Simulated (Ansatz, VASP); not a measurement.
## Two plane-wave programs on ReIrS4

```
Re Ir S
1.0
     0.00000    3.75302    3.75302
     3.75302    0.00000    3.75302
     3.75302    3.75302    0.00000
Re Ir S
1 1 4
Direct
  0.00000 0.00000 0.00000
  0.75000 0.75000 0.75000
  0.37500 0.87500 0.37500
  0.37500 0.37500 0.87500
  0.37500 0.37500 0.37500
  0.87500 0.37500 0.37500
```

Alike in both runs: task relaxation of cell and atoms; functional PBE; k mesh 4 × 4 × 4; occupations gaussian, width 0.1 eV; collinear spin.

|  | VASP | Ansatz |
| --- | --- | --- |
| version | VASP 6.6.1 | Ansatz 0.2.0 |
| potentials or method | VASP PAW PBE potentials, release 64 (Re, Ir, S), cutoff 600 eV | scalar-relativistic, plane waves, PAW |
| valence electrons in the cell | 40 | 56 |

Ansatz gave:

```
gap on the k mesh at the Fermi level, each at its own relaxed structure (eV) : none
net moment per atom (μB)                                                     : 0.00
relaxed volume (Å³/atom)                                                     : 14.71
relaxed length of the cell vector where the two differ most in proportion (Å)              : 4.997
```

Q: Which values does VASP return?

A: gap on the k mesh at the Fermi level, each at its own relaxed structure (eV): none; net moment per atom (μB): 0.00; relaxed volume (Å³/atom): 14.74; relaxed length of the cell vector where the two differ most in proportion (Å): 5.001.

A gap of «none» marks a metal or a gap that the smearing closes. VASP's potentials hold 40 valence electrons a cell and Ansatz's 56, so a difference there can come from the potentials and not from the codes. Ansatz's warnings: seeded moment not kept.

The k mesh is coarse, so the values compare programs but aren't converged. Spin-orbit coupling is off throughout. Noted on VASP's run: the volume moved by over 15 % at a fixed basis, so the end points are rough.
